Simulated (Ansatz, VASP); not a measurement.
**Two plane-wave programs on KCl**

```xyz
2
Lattice="3.6550 0.0000 0.0000 0.0000 3.6550 0.0000 0.0000 0.0000 3.8081" Properties=species:S:1:pos:R:3 pbc="T T T"
K     0.0000    0.0000    0.0000
Cl    1.8275    1.8275    1.9040
```

Change from the starting cell: epitaxial_xy strain -3.1%.

Alike in both runs: task single point; functional r2SCAN; k mesh 8 × 8 × 8; no spin polarisation.

|  | VASP | Ansatz |
| --- | --- | --- |
| version | VASP 6.6.1 | Ansatz 0.2.0 |
| potentials or method | VASP PAW PBE potentials, release 64 (K_sv, Cl) | plane waves, PAW |
| plane-wave cutoff (eV) | 520 | 500 |
| occupations | gaussian, width 0.01 eV | fixed |
| valence electrons in the cell | 16 | 16 |

|  | VASP | Ansatz | Ansatz less VASP |
| --- | --- | --- | --- |
| gap on the k mesh at the Fermi level (eV) | 5.96 | 5.95 | -0.007 |
| pressure (GPa) | 1.3 | 1.4 | +0.03 |
| traceless stress, the component that is largest in VASP (GPa) | -1.36 | -1.37 | -0.002 |

VASP's potentials were made for PBE, not for r2SCAN.
